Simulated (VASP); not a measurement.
Ge:

```xyz
2
Lattice="1.4881 -2.5947 0.0000 1.4881 2.5947 0.0000 0.0000 0.0000 4.7276" Properties=species:S:1:pos:R:3 pbc="T T T"
Ge    1.4881    0.8643    1.1819
Ge    1.4881   -0.8643    3.5457
```

This isn't the form of Ge at room conditions, which is diamond.

* Program: VASP 6.6.1
* Task: relaxation of cell and atoms
* Functional: revPBE
* Dispersion: D4
* Potentials or basis: VASP PAW PBE potentials, release 64 (Ge_d)
* Cutoff: 600 eV
* k mesh: 10 × 10 × 6
* Occupations: fermi-dirac, width 0.05 eV
* Spin: no spin polarisation

At the start: pressure 0.0 GPa; volume 18.25 Å³/atom.

Where does the relaxation end?

Over 27 steps the energy falls by 3.1 meV/atom and the volume is 18.23 Å³/atom (-0.1 %); space group P6_3/mmc (No. 194, to 0.1 Å) before and after.

The path:
```tsv
step	energy change (eV)	largest force (eV/Å)	pressure (GPa)	volume (Å³)
1	0.0000	0.0010	0.01	36.51
2	-0.0043	0.0029	0.04	36.51
3	-0.0058	0.0058	-0.11	36.52
4	-0.0058	0.0057	-0.10	36.52
5	-0.0058	0.0057	-0.09	36.52
6	-0.0059	0.0065	0.27	36.45
7	-0.0059	0.0073	0.00	36.45
8	-0.0059	0.0065	0.13	36.45
9	-0.0060	0.0069	-0.35	36.52
10	-0.0060	0.0080	-0.08	36.51
11	-0.0060	0.0071	-0.12	36.51
12	-0.0060	0.0072	-0.11	36.52
13	-0.0060	0.0067	-0.06	36.52
14	-0.0061	0.0081	-0.19	36.50
15	-0.0061	0.0093	-0.19	36.48
16	-0.0061	0.0090	0.29	36.41
17	-0.0061	0.0108	-0.10	36.45
18	-0.0061	0.0091	0.02	36.44
19	-0.0061	0.0111	0.10	36.44
20	-0.0061	0.0107	-0.13	36.44
21	-0.0061	0.0091	-0.04	36.44
22	-0.0061	0.0078	0.08	36.44
23	-0.0061	0.0092	-0.07	36.46
24	-0.0061	0.0085	0.04	36.46
25	-0.0061	0.0092	-0.07	36.47
26	-0.0062	0.0096	0.09	36.46
27	-0.0062	0.0096	0.05	36.46
```

Final structure:
```
Ge
1.0
     1.46432   -2.58791    0.00000
     1.46432    2.58791    0.00000
     0.00000    0.00000    4.81033
Ge
2
Cartesian
  1.4643 0.8594 1.2026
  1.4643 -0.8594 3.6077
```

Caveat: the PAW data sets were made with another functional, which shifts forces and pressure a little.
